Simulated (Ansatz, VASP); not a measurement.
**One calculation of CdSe, two programs**

```
Cd Se
1.0
     4.24766    0.00000    0.00000
    -2.12383    3.67858    0.00000
     0.00000    0.00000    6.94442
Cd Se
2 2
Direct
  0.33333 0.66667 0.00490
  0.66667 0.33333 0.50490
  0.33333 0.66667 0.38010
  0.66667 0.33333 0.88010
```

Alike in both runs: functional LDA; k mesh 12 × 12 × 6; occupations gaussian, width 0.02 eV; no spin polarisation.

Ansatz relaxed the structure, and its values are those at the end. VASP's run is a single point on that final structure, the one shown.

```csv
,VASP,Ansatz
version,VASP 6.6.1,Ansatz 0.2.0
potentials or method,"VASP PAW LDA potentials, release 64 (Cd, Se), cutoff 520 eV","scalar-relativistic, plane waves, PAW"
valence electrons in the cell,36,72
```

```tsv
	VASP	Ansatz	Ansatz less VASP
gap on the k mesh at the Fermi level (eV)	0.49	0.46	-0.033
least direct gap on the mesh (eV)	0.49	0.46	-0.033
pressure (GPa)	0.5	0.0	-0.49
```

LDA's correlation is that of Perdew and Zunger in VASP and of Perdew and Wang (1992) in Ansatz. VASP's potentials hold 36 valence electrons a cell and Ansatz's 72, so a difference there can come from the potentials and not from the codes.
